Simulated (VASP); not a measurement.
A run of VASP 6.6.1:

INCAR

```
PREC = Accurate
ENCUT = 500
EDIFF = 1E-6
ISMEAR = 0
SIGMA = 0.1
LREAL = False
LASPH = True
NELM = 120
ALGO = Normal
ISIF = 2
LWAVE = False
LCHARG = False
GGA = CA
NBANDS = 16
GGA_COMPAT = False
```

KPOINTS

```
regular mesh
0
Gamma
  4 4 4
```

Contents of POSCAR:

```
InP
1.0
    0.0000000000      2.9519763857      2.9519763857
    2.9519763857      0.0000000000      2.9519763857
    2.9519763857      2.9519763857      0.0000000000
In P
1 1
Direct
    0.0000000000      0.0000000000      0.0000000000
    0.2500000000      0.2500000000      0.2500000000
```

Potentials or basis: VASP PAW LDA potentials, release 64 (In_d, P).

Run with:

```sh
$ cat potpaw_LDA.64/In_d/POTCAR potpaw_LDA.64/P/POTCAR > POTCAR
$ mpirun -np 1 vasp_std > vasp.out
```

Hardware: 1 thread of Intel Xeon 6975P-C, with other jobs on the host.

Task: How long does it take, and how much memory?

Result: Run time: 7 s on 1 thread of Intel Xeon 6975P-C (shared host), peak memory 0.14 GiB. Counts: scf iterations 13, k points 8.
